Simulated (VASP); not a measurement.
Input of a VASP 6.6.1 run:

The input INCAR:

```
PREC = Accurate
ENCUT = 500
EDIFF = 1E-6
ISMEAR = 0
SIGMA = 0.1
LREAL = False
LASPH = True
NELM = 120
ALGO = Normal
ISIF = 2
LWAVE = False
LCHARG = False
GGA = PS
NBANDS = 16
GGA_COMPAT = False
```

KPOINTS

```
Automatic mesh
0
Gamma
  6 6 6
```

The input POSCAR:

```
Ir
1.0
    0.0000000000      3.1616717743      3.1616717743
    3.1616717743      0.0000000000      3.1616717743
    3.1616717743      3.1616717743      0.0000000000
Ir
2
Direct
    0.5000000000      0.5000000000      0.5000000000
    0.7500000000      0.7500000000      0.7500000000
```

Potentials or basis: VASP PAW PBE potentials, release 64 (Ir).

Launch:

```console
$ cat potpaw_PBE.64/Ir/POTCAR > POTCAR
$ mpirun -np 1 vasp_std > vasp.out
```

**Question.** Predict the band gap on the k mesh.

**Answer.** Zero (bands 9 and 10 overlap by 0.64 eV).

**Question.** Estimate the pressure.

**Answer.** -29.4 GPa.

Caveat: the cell stands under tension; the PAW data sets were made with another functional, which shifts forces and pressure a little; spin-orbit coupling is left out, which moves the levels of the heavy elements.
